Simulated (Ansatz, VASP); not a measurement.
# Two plane-wave programs on Cd5HgS6

```xyz
12
Lattice="4.2017 0.0011 0.0002 -2.0999 3.6428 -0.0010 0.0013 -0.0051 20.5144" Properties=species:S:1:pos:R:3 pbc="T T T"
Cd    0.0015    2.4271   20.4980
Cd    0.0017    2.4111   13.6791
Cd    2.1027    1.2227    3.3870
Cd    2.1046    1.2180   10.2662
Cd    2.0943    1.2127   17.0904
Hg    0.0057    2.4221    6.8416
S     0.0015    2.4370    2.5548
S     0.0030    2.4321    9.4378
S    -0.0065    2.4269   16.2496
S     2.1064    1.2099    5.9624
S     2.1028    1.1978   12.8413
S     2.1022    1.2118   19.6594
```

Change from the starting cell: cell x1, atoms moved at random (sigma 0.1 Å) and cell strained at random (1.5 %), then relaxed without symmetry.

Alike in both runs: functional PBE; k mesh 6 × 6 × 1; occupations gaussian, width 0.1 eV; no spin polarisation.

Ansatz relaxed the structure, and its values are those at the end. VASP's run is a single point on that final structure, the one shown.

```csv
,VASP,Ansatz
version,VASP 6.6.1,Ansatz 0.2.0
potentials or method,"VASP PAW PBE potentials, release 64 (Cd, Hg, S), cutoff 520 eV","scalar-relativistic, plane waves, PAW"
valence electrons in the cell,108,156
```

Ansatz gave:

* gap on the k mesh at the Fermi level (eV): 0.63
* least direct gap on the mesh (eV): 0.63
* pressure (GPa): 0.0
* rms of the force components (eV/Å): 0.009

Task: Which values does VASP return?

Result: gap on the k mesh at the Fermi level (eV): 0.63; least direct gap on the mesh (eV): 0.63; pressure (GPa): 0.3; rms of the force components (eV/Å): 0.009.

VASP's potentials hold 108 valence electrons a cell and Ansatz's 156, so a difference there can come from the potentials and not from the codes.

Neither program's run includes spin-orbit coupling.
